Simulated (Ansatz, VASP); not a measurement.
TaC5: VASP beside Ansatz

```
Ta C
1.0
    -2.38645    2.38645    4.28497
     2.38645   -2.38645    4.28497
     2.38645    2.38645   -4.28497
Ta C
1 5
Direct
  0.50000 0.50000 0.00000
  0.62568 0.12568 0.50000
  0.12568 0.62568 0.50000
  0.37432 0.87432 0.50000
  0.87432 0.37432 0.50000
  0.00000 0.00000 0.00000
```

Alike in both runs: task single point; functional PBE; k mesh 6 × 6 × 6; occupations gaussian, width 0.1 eV; no spin polarisation.

|  | VASP | Ansatz |
| --- | --- | --- |
| version | VASP 6.6.1 | Ansatz 0.2.0 |
| potentials or method | VASP PAW PBE potentials, release 64 (Ta_pv, C), cutoff 520 eV | scalar-relativistic, plane waves, PAW |
| valence electrons in the cell | 31 | 33 |

|  | VASP | Ansatz | Ansatz less VASP |
| --- | --- | --- | --- |
| gap on the k mesh at the Fermi level (eV) | none | none | - |
| rms of the force components (eV/Å) | 0.430 | 0.432 | +0.0015 |

Atom by atom the forces differ by 0.002 eV/Å (rms over components). A gap of «none» marks a metal or a gap that the smearing closes. The functional is the same, so the differences come from potentials, cutoffs and numerics. VASP's potentials hold 31 valence electrons a cell and Ansatz's 33, so a difference there can come from the potentials and not from the codes.

Neither program's run includes spin-orbit coupling.
